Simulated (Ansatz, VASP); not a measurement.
# BeIr in VASP and in Ansatz

```xyz
2
Lattice="0.0000 2.2818 2.2818 2.2818 0.0000 2.2818 2.2818 2.2818 0.0000" Properties=species:S:1:pos:R:3 pbc="T T T"
Be    2.2818    2.2818    2.2818
Ir    0.0000    0.0000    0.0000
```

Change from the starting cell: species swapped into the TbS type (Fm-3m, No. 225).

Alike in both runs: functional PBE; k mesh 8 × 8 × 8; occupations gaussian, width 0.1 eV; no spin polarisation.

Ansatz relaxed the structure, and its values are those at the end. VASP's run is a single point on that final structure, the one shown.

|  | VASP | Ansatz |
| --- | --- | --- |
| version | VASP 6.6.1 | Ansatz 0.2.0 |
| potentials or method | VASP PAW PBE potentials, release 64 (Be, Ir), cutoff 520 eV | scalar-relativistic, plane waves, PAW |
| valence electrons in the cell | 11 | 19 |

|  | VASP | Ansatz | Ansatz less VASP |
| --- | --- | --- | --- |
| gap on the k mesh at the Fermi level (eV) | none | none | - |
| pressure (GPa) | 0.5 | 0.0 | -0.41 |

A gap of «none» marks a metal or a gap that the smearing closes. With one functional, cell and mesh, what is left measures potentials, basis and numerics. VASP's potentials hold 11 valence electrons a cell and Ansatz's 19, so a difference there can come from the potentials and not from the codes.

Spin-orbit coupling is off throughout.
